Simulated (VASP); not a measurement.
# Pd (Im-3m) in VASP: a series of runs, part 2 of 2

VASP 6.6.1. The steps go on from the part before.

**3. Single point, r2SCAN, collinear spin, antiferromagnetic start (volume scaled by 1.04)**

POSCAR reads:

```
Pd
1.0
    3.1499474509      0.0000000000      0.0000000000
    0.0000000000      3.1499474509      0.0000000000
    0.0000000000      0.0000000000      3.1499474509
Pd
2
Direct
    0.0000000000      0.0000000000      0.0000000000
    0.5000000000      0.5000000000      0.5000000000
```

INCAR.step1 reads:

```
SYSTEM = Pd
PREC = Accurate ; ENCUT = 520
ISMEAR = -1 ; SIGMA = 0.05
LREAL = .False. ; LASPH = .True.
NELM = 150 ; ISPIN = 2
MAGMOM = 0.5 -0.5 ; LMAXMIX = 4
NBANDS = 21 ; GGA = PE
ALGO = Normal ; EDIFF = 1E-4
LWAVE = .True. ; LCHARG = .False.
```

INCAR.step2 reads:

```
SYSTEM = Pd
PREC = Accurate ; ENCUT = 520
EDIFF = 1E-6 ; ISMEAR = -1
SIGMA = 0.05 ; LREAL = .False.
LASPH = .True. ; NELM = 150
ALGO = Normal ; ISIF = 2
LWAVE = .False. ; LCHARG = .False.
ISPIN = 2 ; MAGMOM = 0.5 -0.5
LORBIT = 11 ; LMAXMIX = 4
METAGGA = R2SCAN ; LMIXTAU = .True.
NBANDS = 21 ; ISTART = 1
```

KPOINTS reads:

```
Automatic mesh
0
Gamma
  11 11 11
  0 0 0
```

Potentials or basis: VASP PAW PBE potentials, release 64 (Pd).

Run with:

```console
$ cat potpaw_PBE.64/Pd/POTCAR > POTCAR
$ cp INCAR.step1 INCAR
$ mpirun -np 1 vasp_std > vasp.out
$ cp INCAR.step2 INCAR
$ mpirun -np 1 vasp_std > vasp.out
```

OUTCAR:

```text
SYSTEM = Pd
   PREC = Accurate
   ENCUT = 520
   EDIFF = 1E-6
   ISMEAR = -1
   LREAL = .False.
   LASPH = .True.
   NELM = 150
   ISIF = 2
   ISPIN = 2
   LORBIT = 11
   METAGGA = R2SCAN
   ISTART = 1

 ion  position               nearest neighbor table
   1  0.000  0.000  0.000-   2 2.73   2 2.73   2 2.73   2 2.73   2 2.73   2 2.73   2 2.73   2 2.73

   2  0.500  0.500  0.500-   1 2.73   1 2.73   1 2.73   1 2.73   1 2.73   1 2.73   1 2.73   1 2.73

  LATTYP: Found a simple cubic cell.
 ALAT       =     3.1499474509

  Lattice vectors:

 A1 = (   3.1499474509,   0.0000000000,   0.0000000000)
 A2 = (   0.0000000000,   3.1499474509,   0.0000000000)
 A3 = (   0.0000000000,   0.0000000000,   3.1499474509)

Analysis of symmetry for initial positions (statically):
=====================================================================
 Subroutine PRICEL returns following result:

  LATTYP: Found a body centered cubic cell.
 ALAT       =     3.1499474509
[... 12 lines left out ...]
 Subroutine GETGRP returns: Found 48 space group operations
 (whereof 48 operations were pure point group operations)
 out of a pool of 48 trial point group operations.

The static configuration has the point symmetry O_h .

Analysis of symmetry for dynamics (positions and initial velocities):
=====================================================================
 Subroutine PRICEL returns following result:

  LATTYP: Found a body centered cubic cell.
 ALAT       =     3.1499474509
[... 12 lines left out ...]
 Subroutine GETGRP returns: Found 48 space group operations
 (whereof 48 operations were pure point group operations)
 out of a pool of 48 trial point group operations.

The dynamic configuration has the point symmetry O_h .

Analysis of structural, dynamic, and magnetic symmetry:
=====================================================================
 Subroutine PRICEL returns following result:

  LATTYP: Found a body centered cubic cell.
 ALAT       =     3.1499474509
[... 12 lines left out ...]
 Subroutine GETGRP returns: Found 48 space group operations
[... 140 lines left out ...]

 number of electron      20.0000011 magnetization      -0.0000000

 Free energy of the ion-electron system (eV)
  ---------------------------------------------------
  ext. energy  EPLUGINS =         0.00000000
  ---------------------------------------------------
  free energy    TOTEN  =       -45.80569073 eV

  energy without entropy =      -45.78510014  energy(sigma->0) =      -45.79539544

 E-fermi :   8.7104     XC(G=0): -13.6888

 val. band max:        8.7048974523   @ k =   0.4545   0.4545   0.0909
 cond. band min:       8.7160150940   @ k =   0.0909   0.0000   0.0000
 fundamental gap:      0.0111176417
 Fermi energy:         8.7103586559

 spin component 1

 k-point     1 :       0.0000    0.0000    0.0000
  band No.  band energies     occupation
      1       1.9609      1.00000
      2       3.7309      1.00000
      3       3.7309      1.00000
      4       5.8948      1.00000
      5       5.8948      1.00000
      6       5.8948      1.00000
[... 565 lines left out ...]
     20      31.4334      0.00000
     21      32.2878      0.00000

 [... further k-points ...]

 spin component 2

 k-point     1 :       0.0000    0.0000    0.0000
  band No.  band energies     occupation
      1       1.9609      1.00000
      2       3.7309      1.00000
      3       3.7309      1.00000
      4       5.8948      1.00000
      5       5.8948      1.00000
      6       5.8948      1.00000
[... 565 lines left out ...]
     20      31.4333      0.00000
     21      32.1988      0.00000

 [... further k-points ...]
[... 5 lines left out ...]
  --------------------------------------------------------------------------------------
  -------------------------------------------------------------------------------------
  Total       -1.1271899     -1.1271899     -1.1271899      0.0000000      0.0000000      0.0000000
  in kB      -57.7826880    -57.7826880    -57.7826880      0.0000000      0.0000000      0.0000000
  external PRESSURE =     -57.7826880 kB  Pullay stress =       0.0000000 kB

 VOLUME and BASIS-vectors are now :
 -----------------------------------------------------------------------------
  energy-cutoff  :      520.00
  volume of cell :       31.25
      direct lattice vectors                 reciprocal lattice vectors
     3.149947451  0.000000000  0.000000000     0.317465614  0.000000000  0.000000000
     0.000000000  3.149947451  0.000000000     0.000000000  0.317465614  0.000000000
     0.000000000  0.000000000  3.149947451     0.000000000  0.000000000  0.317465614

 POSITION                                       TOTAL-FORCE (eV/Angst)
 -----------------------------------------------------------------------------------
      0.00000      0.00000      0.00000        -0.000000     -0.000000     -0.000000
      1.57497      1.57497      1.57497         0.000000      0.000000      0.000000
 -----------------------------------------------------------------------------------
    total drift:                                0.000000      0.000000     -0.000000

  FREE ENERGIE OF THE ION-ELECTRON SYSTEM (eV)
  ---------------------------------------------------
  free  energy   TOTEN  =       -45.8056907319 eV

  energy  without entropy=      -45.7851001424  energy(sigma->0) =      -45.79539544

 total charge

# of ion       s       p       d       tot
------------------------------------------
    1        0.483   0.396   8.502   9.380
    2        0.483   0.396   8.502   9.380
--------------------------------------------------
tot          0.965   0.792  17.003  18.760

 magnetization (x)

# of ion       s       p       d       tot
------------------------------------------
    1        0.000   0.000   0.000   0.000
    2       -0.000  -0.000  -0.000  -0.000
--------------------------------------------------
tot          0.000   0.000   0.000   0.000
```

OSZICAR.step1:

```text
N       E                     dE             d eps       ncg     rms          rms(c)
DAV:   1     0.116442060073E+03    0.11644E+03   -0.96306E+03  4704   0.912E+02
DAV:   2    -0.805249017346E+01   -0.12449E+03   -0.11625E+03  5319   0.226E+02
DAV:   3    -0.107827619296E+02   -0.27303E+01   -0.27047E+01  5545   0.356E+01
DAV:   4    -0.108029175206E+02   -0.20156E-01   -0.20152E-01  5707   0.314E+00
DAV:   5    -0.108032440437E+02   -0.32652E-03   -0.32652E-03  5786   0.404E-01    0.947E+00
DAV:   6    -0.103801611905E+02    0.42308E+00   -0.89023E-01  5580   0.875E+00    0.453E+00
DAV:   7    -0.103646953488E+02    0.15466E-01   -0.13792E-02  5857   0.900E-01    0.245E+00
DAV:   8    -0.103593149733E+02    0.53804E-02   -0.23786E-03  5597   0.344E-01    0.722E-01
DAV:   9    -0.103585043960E+02    0.81058E-03   -0.22408E-04  5648   0.131E-01    0.438E-02
DAV:  10    -0.103585153067E+02   -0.10911E-04   -0.27511E-05  3427   0.400E-02
   1 F= -.10358515E+02 E0= -.10347679E+02  d E =-.216731E-01  mag=    -0.0000
```

It took 55 s on 1 thread of Intel Xeon 6975P-C (Granite Rapids), shared host; peak memory 0.18 GiB.

Results:

```yaml
Free_energy: -45.8057 eV
Pressure: -5.8 GPa
Band_gap_on_the_k_mesh: zero (filled and empty bands overlap)
Net_moment: 0.00 μB per cell
Valence_electrons_inside_the_program's_atomic_spheres: Pd 9.38
```

Levels at points of the mesh, in eV from the Fermi level:
Spin up:
| k point | band 7 | band 8 | band 9 | band 10 | band 11 | band 12 | band 13 | band 14 |
| --- | --- | --- | --- | --- | --- | --- | --- | --- |
| (0.00, 0.00, 0.00) | -0.98 | -0.98 | 0.18 | 0.18 | 0.18 | 9.55 | 9.55 | 9.55 |
Spin down:
```
           k point  band 6  band 7  band 8  band 9  band 10  band 11  band 12  band 13  band 14  band 15
(0.00, 0.00, 0.00)   -2.82   -0.98   -0.98    0.18     0.18     0.18     9.55     9.55     9.55    17.54
```

Caveat: the PAW data sets were made with another functional, which shifts forces and pressure a little.

**4. Single point, r2SCAN, collinear spin, antiferromagnetic start (volume scaled by 1.08)**

POSCAR reads:

```
Pd
1.0
    3.1898244367      0.0000000000      0.0000000000
    0.0000000000      3.1898244367      0.0000000000
    0.0000000000      0.0000000000      3.1898244367
Pd
2
Direct
    0.0000000000      0.0000000000      0.0000000000
    0.5000000000      0.5000000000      0.5000000000
```

INCAR.step1 reads:

```
SYSTEM = Pd
PREC     = Accurate       ! precision mode
ENCUT    = 520            ! plane-wave cutoff, eV
ISMEAR   = -1             ! smearing method
SIGMA    = 0.05           ! smearing width, eV
LREAL    = .False.        ! projectors in reciprocal space
LASPH    = .True.         ! aspherical terms in the spheres
NELM     = 150            ! most SCF steps
ISPIN    = 2              ! spin polarisation
MAGMOM   = 0.5 -0.5       ! initial moments
LMAXMIX  = 4              ! l up to which the mixer works
NBANDS   = 21             ! bands
GGA      = PE             ! functional
ALGO     = Normal         ! electronic algorithm
EDIFF    = 1E-4           ! SCF threshold, eV
LWAVE    = .True.         ! write WAVECAR
LCHARG   = .False.        ! write CHGCAR
```

INCAR.step2 reads:

```
SYSTEM = Pd
PREC     = Accurate       ! precision mode
ENCUT    = 520            ! plane-wave cutoff, eV
EDIFF    = 1E-7           ! SCF threshold, eV
ISMEAR   = -1             ! smearing method
SIGMA    = 0.05           ! smearing width, eV
LREAL    = .False.        ! projectors in reciprocal space
LASPH    = .True.         ! aspherical terms in the spheres
NELM     = 150            ! most SCF steps
ALGO     = Normal         ! electronic algorithm
ISIF     = 2              ! what is computed and relaxed
LWAVE    = .False.        ! write WAVECAR
LCHARG   = .True.         ! write CHGCAR
ISPIN    = 2              ! spin polarisation
MAGMOM   = 0.5 -0.5       ! initial moments
LORBIT   = 11             ! projections on sites
LMAXMIX  = 4              ! l up to which the mixer works
METAGGA  = R2SCAN         ! meta-GGA
LMIXTAU  = .True.       
LELF     = .True.         ! ELF
LVHAR    = .True.       
NBANDS   = 21             ! bands
ISTART   = 1
```

KPOINTS is that of step 3.

Run with:

```console
$ cat potpaw_PBE.64/Pd/POTCAR > POTCAR
$ cp INCAR.step1 INCAR
$ mpirun -np 1 vasp_std > vasp.out
$ cp INCAR.step2 INCAR
$ mpirun -np 1 vasp_std > vasp.out
```

It took 64 s on 1 thread of Intel Xeon 6975P-C (Granite Rapids), shared host; peak memory 0.19 GiB.

Results (log left out):

```
Free energy                                           : -45.7431 eV
Pressure                                              : -10.8 GPa
Band gap on the k mesh                                : zero (filled and empty bands overlap)
Net moment                                            : 0.00 μB per cell
Valence electrons inside the program's atomic spheres : Pd 9.32
```

Levels at points of the mesh, in eV from the Fermi level:
Spin up:
```csv
k point,band 7,band 8,band 9,band 10,band 11,band 12,band 13,band 14
"(0.00, 0.00, 0.00)",-0.92,-0.92,0.16,0.16,0.16,9.40,9.40,9.40
```
Spin down:
```tsv
k point	band 8	band 9	band 10	band 11	band 12	band 13
(0.00, 0.00, 0.00)	-0.92	0.16	0.16	0.16	9.40	9.40
```

Caveat: the PAW data sets were made with another functional, which shifts forces and pressure a little.

**5. Summary**

| cell | gap on the mesh (eV) | pressure (GPa) | moment (μB) |
| --- | --- | --- | --- |
| a = 3.109 Å, 2 atoms | none | 0.7 | 0.00 |
| a = 3.150 Å, 2 atoms | none | -5.8 | 0.00 |
| a = 3.190 Å, 2 atoms | none | -10.8 | 0.00 |

Alike in all rows: task single point; level r2SCAN; potentials or basis VASP PAW PBE potentials, release 64 (Pd); spin collinear, antiferromagnetic start; k mesh 11 × 11 × 11; cutoff (eV) 520; smearing fermi-dirac 0.05 eV.

Caveats: the PAW data sets were made with another functional, which shifts forces and pressure a little.

Total energies depend on the potentials used, so only differences within one code and one set of settings carry meaning.
